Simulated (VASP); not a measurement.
# Mg6H2I12O in VASP: single point with PBE+D3(BJ)

Aim: the single point of Mg6H2I12O with PBE+D3(BJ).

Program: VASP 6.6.1. These are calculated values, not measurements. Logs are shortened: lines on timing, memory, paths and dates and some standing lists are left out, and cuts for length are marked.

## 1. The cell of the first run

The cell holds a slab with vacuum, 21 atoms: a = 8.280 Å, b = 6.880 Å, c = 21.561 Å, α = 90.00°, β = 90.00°, γ = 90.00°.

## 2. Single point, PBE+D3(BJ)

Contents of INCAR:

```
SYSTEM = Mg6H2I12O
ALGO = Normal
EDIFF = 1E-6
ENCUT = 520
GGA = PE
ISIF = 2
ISMEAR = 0
IVDW = 12
LASPH = .TRUE.
LCHARG = .TRUE.
LELF = .TRUE.
LREAL = Auto
LVHAR = .TRUE.
LWAVE = .FALSE.
NBANDS = 68
NELM = 60
PREC = Accurate
SIGMA = 0.02
```

Contents of KPOINTS:

```
k-points
0
G
  2 2 1
  0 0 0
```

Contents of POSCAR:

```
Mg6H2I12O
1.0
    8.2800000000      0.0000000000      0.0000000000
    0.0000000000      6.8800000000      0.0000000000
    0.0000000000      0.0000000000     21.5609200000
Mg I O H
6 12 1 2
Direct
    0.0000000000      0.0000000000      0.0463802100
    0.2516851132     -0.0270252495      0.2159563930
    0.5005007825     -0.0775382526      0.3874403093
    0.5000000000      0.0000000000      0.0463802100
    0.7502951138     -0.0280233931      0.2159945122
    0.9980620147     -0.0529188918      0.3824135642
    0.2500000000      0.2500000000      0.1018099000
    0.5000739952      0.7354024325      0.1433397699
    0.5008834422      0.2056450882      0.2633154468
    0.2442483500      0.7037517478      0.3120690024
    0.2555831640      0.1723021476      0.4295513572
    0.5681001420      0.6910529937      0.5457331042
    0.7500000000      0.2500000000      0.1018099000
    1.0010408106      0.7359320274      0.1426868621
    1.0009201056      0.2075036754      0.2633543741
    0.7560264871      0.7028155550      0.3108423089
    0.7460078507      0.1672616586      0.4307576786
    1.0083815010      0.6642765181      0.4817154281
    0.5038405060      0.6904770053      0.4393686167
   -0.1922370349      0.6839365152      0.5096913951
    0.4488666271      0.5667121174      0.4334138887
```

Potentials or basis: VASP PAW PBE potentials, release 64 (Mg, I, O, H).

On the command line:

```console
$ cat potpaw_PBE.64/Mg/POTCAR potpaw_PBE.64/I/POTCAR potpaw_PBE.64/O/POTCAR potpaw_PBE.64/H/POTCAR > POTCAR
$ mpirun -np 1 vasp_std > vasp.out
```

OUTCAR:

```text
SYSTEM = Mg6H2I12O
   EDIFF = 1E-6
   ENCUT = 520
   GGA = PE
   ISIF = 2
   ISMEAR = 0
   IVDW = 12
   LASPH = .TRUE.
   LREAL = Auto
   NELM = 60
   PREC = Accurate
 IVDW          = 12

 ion  position               nearest neighbor table
   1  0.000  0.000  0.046-  14 2.76  13 2.94   7 2.94
   2  0.252  0.973  0.216-  10 2.78   9 2.80  15 2.82   8 3.06  14 3.08   7 3.11
   3  0.501  0.922  0.387-  19 1.95  17 2.80  11 2.81  10 3.07  16 3.08   9 3.31
   4  0.500  0.000  0.046-   8 2.77   7 2.94  13 2.94
   5  0.750  0.972  0.216-  16 2.76   9 2.81  15 2.82   8 3.07  14 3.07  13 3.12
   6  0.998  0.947  0.382-  17 2.78  11 2.82  18 2.89  16 3.04  10 3.04  15 3.13
   7  0.250  0.250  0.102-   1 2.94   4 2.94   2 3.11
   8  0.500  0.735  0.143-   4 2.77   2 3.06   5 3.07
   9  0.501  0.206  0.263-   2 2.80   5 2.81   3 3.31
  10  0.244  0.704  0.312-   2 2.78   6 3.04   3 3.07
  11  0.256  0.172  0.430-   3 2.81   6 2.82
  12  0.568  0.691  0.546-  20 2.13  19 2.35
  13  0.750  0.250  0.102-   1 2.94   4 2.94   5 3.12
  14  0.001  0.736  0.143-   1 2.76   5 3.07   2 3.08
  15  0.001  0.208  0.263-   2 2.82   5 2.82   6 3.13
  16  0.756  0.703  0.311-   5 2.76   6 3.04   3 3.08
  17  0.746  0.167  0.431-   6 2.78   3 2.80
  18  0.008  0.664  0.482-  20 1.77   6 2.89
  19  0.504  0.690  0.439-  21 0.97   3 1.95  12 2.35
  20  0.808  0.684  0.510-  18 1.77  12 2.13
  21  0.449  0.567  0.433-  19 0.97

  LATTYP: Found a simple orthorhombic cell.
 ALAT       =     6.8800000000
 B/A-ratio  =     1.2034883721
 C/A-ratio  =     3.1338546512

  Lattice vectors:

 A1 = (   0.0000000000,  -6.8800000000,   0.0000000000)
 A2 = (   8.2800000000,   0.0000000000,   0.0000000000)
 A3 = (   0.0000000000,   0.0000000000,  21.5609200000)

Analysis of symmetry for initial positions (statically):
=====================================================================
 Subroutine PRICEL returns:
 Original cell was already a primitive cell.

 Routine SETGRP: Setting up the symmetry group for a
 simple orthorhombic supercell.

 Subroutine GETGRP returns: Found  1 space group operations
 (whereof  1 operations were pure point group operations)
 out of a pool of  8 trial point group operations.

The static configuration has the point symmetry C_1 .

Analysis of symmetry for dynamics (positions and initial velocities):
=====================================================================
 Subroutine PRICEL returns:
 Original cell was already a primitive cell.

 Routine SETGRP: Setting up the symmetry group for a
 simple orthorhombic supercell.

 Subroutine GETGRP returns: Found  1 space group operations
 (whereof  1 operations were pure point group operations)
 out of a pool of  8 trial point group operations.

The dynamic configuration has the point symmetry C_1 .

 Subroutine INISYM returns: Found  1 space group operations
 (whereof  1 operations are pure point group operations),
 and found     1 'primitive' translations

----------------------------------------------------------------------------------------

                                     Primitive cell

  volume of cell :    1228.2480

  direct lattice vectors                    reciprocal lattice vectors
     8.280000000  0.000000000  0.000000000     0.120772947  0.000000000  0.000000000
     0.000000000  6.880000000  0.000000000     0.000000000  0.145348837  0.000000000
     0.000000000  0.000000000 21.560920000     0.000000000  0.000000000  0.046380210

  length of vectors
     8.280000000  6.880000000 21.560920000     0.120772947  0.145348837  0.046380210

  position of ions in fractional coordinates (direct lattice)
     0.000000000  0.000000000  0.046380210
     0.251685113  0.972974751  0.215956393
     0.500500782  0.922461747  0.387440309
     0.500000000  0.000000000  0.046380210
     0.750295114  0.971976607  0.215994512
     0.998062015  0.947081108  0.382413564
[... 13 lines left out ...]
     0.807762965  0.683936515  0.509691395
     0.448866627  0.566712117  0.433413889

  ion indices of the primitive-cell ions
   primitive index   ion index
                 1           1
                 2           2
                 3           3
                 4           4
                 5           5
                 6           6
[... 13 lines left out ...]
                20          20
                21          21

----------------------------------------------------------------------------------------

 KPOINTS: k-points

Automatic generation of k-mesh.
 Grid dimensions read from file:
 generate k-points for:    2    2    1

 Generating k-lattice:

  Cartesian coordinates                     Fractional coordinates (reciprocal lattice)
     0.060386473  0.000000000  0.000000000     0.500000000  0.000000000  0.000000000
     0.000000000  0.072674419  0.000000000     0.000000000  0.500000000  0.000000000
     0.000000000  0.000000000  0.046380210     0.000000000  0.000000000  1.000000000

  Length of vectors
     0.060386473  0.072674419  0.046380210

  Shift w.r.t. Gamma in fractional coordinates (k-lattice)
     0.000000000  0.000000000  0.000000000

 Subroutine IBZKPT returns following result:
 ===========================================

 Found      4 irreducible k-points:

 Following reciprocal coordinates:
            Coordinates               Weight
  0.000000  0.000000  0.000000      1.000000
  0.500000  0.000000  0.000000      1.000000
  0.000000  0.500000  0.000000      1.000000
  0.500000  0.500000  0.000000      1.000000
   k-points           NKPTS =      4   k-points in BZ     NKDIM =      4   number of bands    NBANDS=     68
   number of dos      NEDOS =    301   number of ions     NIONS =     21
   total plane-waves  NPLWV = 552960
   dimension x,y,z NGX =    64 NGY =   54 NGZ =  160
   dimension x,y,z NGXF=   128 NGYF=  108 NGZF=  320
   ions per type =               6  12   1   2
   NGX,Y,Z   is equivalent  to a cutoff of  12.85, 13.05, 12.34 a.u.
   NGXF,Y,Z  is equivalent  to a cutoff of  25.70, 26.10, 24.67 a.u.
 SYSTEM =  Mg6H2I12O
   PREC   = accura    normal or accurate (medium, high low for compatibility)
   ISTART =      0    job   : 0-new  1-cont  2-samecut
   ICHARG =      2    charge: 1-file 2-atom 10-const
   ISPIN  =      1    spin polarized calculation?
   LNONCOLLINEAR =      F non collinear calculations
   LSORBIT =      F    spin-orbit coupling
   LASPH  =      T    aspherical Exc in radial PAW
   ENCUT  =  520.0 eV  38.22 Ry    6.18 a.u.  15.40 12.79 40.09*2*pi/ulx,y,z
   NELM   =     60;   NELMIN=  2; NELMDL= -5     # of ELM steps
   EDIFF  = 0.1E-05   stopping-criterion for ELM
   LREAL  =      T    real-space projection
   EDIFFG = 0.1E-04   stopping-criterion for IOM
   NSW    =      0    number of steps for IOM
   IBRION =     -1    ionic relax: 0-MD 1-quasi-New 2-CG
   NFREE  =      0    steps in history (QN), initial steepest desc. (CG)
   ISIF   =      2    stress and relaxation
   ISYM   =      2    0-nonsym 1-usesym 2-fastsym
   POTIM  = 0.5000    time-step for ionic-motion
   TEBEG  =    0.0;   TEEND  =   0.0 temperature during run
   PSTRESS=    0.0 pullay stress
   NELECT =     104.0000    total number of electrons
   NUPDOWN=      -1.0000    fix difference up-down
   EMIN   =  10.00;   EMAX   =-10.00  energy-range for DOS
   EFERMI =   0.00;   METHOD = LEGACY
   ISMEAR =     0;   SIGMA  =   0.02  broadening in eV -4-tet -1-fermi 0-gaus
   EFERMI_NEDOS =   21; number of points for ismear=-14 and -15
   IALGO  =     38    algorithm
   IMIX   =      4    mixing-type and parameters
     AMIX     =   0.40;   BMIX     =  1.00
     AMIX_MAG =   1.60;   BMIX_MAG =  1.00
  volume/ion in A,a.u.               =      58.49       394.70
  Fermi-wavevector in a.u.,A,eV,Ry     =   0.718881  1.358489  7.031361  0.516790
  Thomas-Fermi vector in A             =   1.807934
   LORBIT       =      0    0 simple, 1 ext, 2 COOP (PROOUT), +10 PAW based schemes
   GGA     = PE    functional components
   LHFCALC =     F    Hartree Fock is set to
   AEXX    =    0.0000 exact exchange contribution
   IVDW    =    12    specifies the selected vdW correction
   LEPSILON=     F    determine dielectric tensor
   LRPA    =     F    only Hartree local field effects (RPA)
 non-spin polarized calculation
 Gauss-broadening in eV      SIGMA  =   0.02
  energy-cutoff  :      520.00
  volume of cell :     1228.25
 maximum number of plane-waves:     33094
 NGX is ok and might be reduce to    64
   NGX = 31   NGY = 25   NGZ = 81

 number of electron     103.9999992 magnetization

 Free energy of the ion-electron system (eV)
  ---------------------------------------------------
  ext. energy  EPLUGINS =         0.00000000
  ---------------------------------------------------
  free energy    TOTEN  =       -53.25176314 eV

  energy without entropy =      -53.24269403  energy(sigma->0) =      -53.24722859

 E-fermi :  -0.2154     XC(G=0):  -5.0033

 val. band max:       -0.2182558647   @ k =   0.0000   0.5000   0.0000
 cond. band min:      -0.2085342058   @ k =   0.5000   0.0000   0.0000
 fundamental gap:      0.0097216589
 Fermi energy:        -0.2154088549

 k-point     1 :       0.0000    0.0000    0.0000
  band No.  band energies     occupation
      1     -19.7062      2.00000
      2     -13.9907      2.00000
      3     -13.4896      2.00000
      4     -13.4478      2.00000
      5     -13.4385      2.00000
      6     -13.1969      2.00000
[... 56 lines left out ...]
     63       3.3973      0.00000
     64       3.4502      0.00000

 k-point     2 :       0.5000    0.0000    0.0000
  band No.  band energies     occupation
      1     -19.7062      2.00000
      2     -13.8044      2.00000
      3     -13.7946      2.00000
      4     -13.3953      2.00000
      5     -13.3899      2.00000
      6     -13.0789      2.00000
[... 56 lines left out ...]
     63       3.6183      0.00000
     64       3.7636      0.00000

 k-point     3 :       0.0000    0.5000    0.0000
  band No.  band energies     occupation
      1     -19.7060      2.00000
      2     -13.8054      2.00000
      3     -13.6576      2.00000
      4     -13.4863      2.00000
      5     -13.4263      2.00000
      6     -13.0816      2.00000
[... 56 lines left out ...]
     63       3.3441      0.00000
     64       3.3815      0.00000

 k-point     4 :       0.5000    0.5000    0.0000
  band No.  band energies     occupation
      1     -19.7060      2.00000
      2     -13.6619      2.00000
      3     -13.6529      2.00000
      4     -13.5451      2.00000
      5     -13.5396      2.00000
      6     -12.9903      2.00000
[... 56 lines left out ...]
     63       3.5642      0.00000
     64       3.6156      0.00000
 [bands above 64 left out]

------------------------ aborting loop because EDIFF is reached ----------------------------------------

 Edisp (eV)   -4.45112

 E8    (eV) :    -2.0086

  FORCE on cell =-STRESS in cart. coord.  units (eV):
  Direction    XX          YY          ZZ          XY          YZ          ZX
  --------------------------------------------------------------------------------------
  -------------------------------------------------------------------------------------
  Total      -1.83822    -0.55479    -1.93205    -0.27431    -0.92194    -0.09666
  in kB      -2.39786    -0.72369    -2.52024    -0.35782    -1.20261    -0.12608
  external pressure =       -1.88 kB  Pullay stress =        0.00 kB

 VOLUME and BASIS-vectors are now :
 -----------------------------------------------------------------------------
  energy-cutoff  :      520.00
  volume of cell :     1228.25
      direct lattice vectors                 reciprocal lattice vectors
     8.280000000  0.000000000  0.000000000     0.120772947  0.000000000  0.000000000
     0.000000000  6.880000000  0.000000000     0.000000000  0.145348837  0.000000000
     0.000000000  0.000000000 21.560920000     0.000000000  0.000000000  0.046380210

 POSITION                                       TOTAL-FORCE (eV/Angst)
 -----------------------------------------------------------------------------------
      0.00000      0.00000      1.00000        -0.008508      0.374664      0.541124
      2.08395      6.69407      4.65622        -0.002868     -0.003054     -0.002956
      4.14415      6.34654      8.35357         0.004336      0.010868     -0.000215
      4.14000      0.00000      1.00000         0.009351      0.347041      0.538970
      6.21244      6.68720      4.65704         0.001205      0.004217     -0.006224
      8.26395      6.51592      8.24519         0.001370      0.000242     -0.007518
[... 13 lines left out ...]
      6.68828      4.70548     10.98942        -0.001909     -0.008155      0.000439
      3.71662      3.89898      9.34480        -0.048631     -0.122952      0.000471
 -----------------------------------------------------------------------------------
    total drift:                               -0.008011      0.006957     -0.001993

  FREE ENERGIE OF THE ION-ELECTRON SYSTEM (eV)
  ---------------------------------------------------
  free  energy   TOTEN  =       -57.7028847282 eV

  energy  without entropy=      -57.6938156170  energy(sigma->0) =      -57.69835017
```

Wall time 27 min (1 thread of Intel Xeon 8259CL, shared host); peak memory 1.2 GiB.

Results:

```yaml
Free_energy: -57.7029 eV
Largest_force: 0.658 eV/Å
Band_gap_on_the_k_mesh: zero (bands 52 and 53 overlap by 0.05 eV)
Dispersion_energy_per_atom: -0.212 eV
```

Forces on the atoms (eV/Å):
```
Mg  -0.009  0.375  0.541
Mg  -0.003 -0.003 -0.003
Mg   0.004  0.011  0.000
Mg   0.009  0.347  0.539
Mg   0.001  0.004 -0.006
Mg   0.001  0.000 -0.008
I   -0.005 -0.370 -0.532
I   -0.001  0.011  0.006
I    0.000 -0.007  0.001
I    0.001  0.000 -0.001
I   -0.001 -0.004 -0.001
I   -0.030 -0.001 -0.041
I    0.014 -0.368 -0.521
I    0.002  0.012  0.005
I   -0.002 -0.005 -0.004
I   -0.004  0.015  0.005
I    0.001 -0.013 -0.010
I    0.018  0.007 -0.005
O    0.052  0.119  0.036
H   -0.002 -0.008  0.000
H   -0.049 -0.123  0.000
```

Caveat: the k points lie up to 0.46 Å⁻¹ apart; there is no dipole correction, which matters where the two faces differ; spin-orbit coupling is left out, which moves the levels of the heavy elements.
